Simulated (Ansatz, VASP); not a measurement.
# Si in VASP and in Ansatz

```xyz
1
Lattice="-1.5282 1.5282 1.5282 1.5282 -1.5282 1.5282 1.5282 1.5282 -1.5282" Properties=species:S:1:pos:R:3 pbc="T T T"
Si    0.0000    0.0000    0.0000
```

Alike in both runs: task single point; functional RPBE; k mesh 19 × 19 × 19; occupations fermi-dirac, width 0.1 eV; no spin polarisation.

|  | VASP | Ansatz |
| --- | --- | --- |
| version | VASP 6.6.1 | Ansatz 0.2.0 |
| potentials or method | VASP PAW PBE potentials, release 64 (Si), cutoff 500 eV | all-electron LAPW, scalar-relativistic |

```tsv
	VASP	Ansatz	Ansatz less VASP
gap on the k mesh at the Fermi level (eV)	none	none	-
pressure (GPa)	3.3	3.8	+0.50
```

VASP's potentials were made for PBE, not for RPBE. A gap of «none» marks a metal or a gap that the smearing closes. Ansatz ran all-electron here, and VASP with PAW potentials.
